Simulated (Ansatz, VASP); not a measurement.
One calculation of TePb, two programs

```xyz
2
Lattice="3.4438 0.0000 0.0000 0.0000 3.4438 0.0000 0.0000 0.0000 3.4438" Properties=species:S:1:pos:R:3 pbc="T T T"
Pb    0.0000    0.0000    0.0000
Te    1.7219    1.7219    1.7219
```

Change from the starting cell: volume scaled by 0.64, LAPW.

Alike in both runs: task single point; functional PBE; k mesh 11 × 11 × 11; occupations fermi-dirac, width 0.1 eV; no spin polarisation.

```csv
,VASP,Ansatz
version,VASP 6.6.1,Ansatz 0.2.0
potentials or method,"VASP PAW PBE potentials, release 64 (Pb_d, Te), cutoff 520 eV","all-electron LAPW, scalar-relativistic"
```

```csv
,VASP,Ansatz,Ansatz less VASP
pressure (GPa),49.3,49.3,+0.04
```

Both programs put the cell under a high pressure, so it lies far from rest at this level. Ansatz ran all-electron here, and VASP with PAW potentials.

Neither program's run includes spin-orbit coupling.
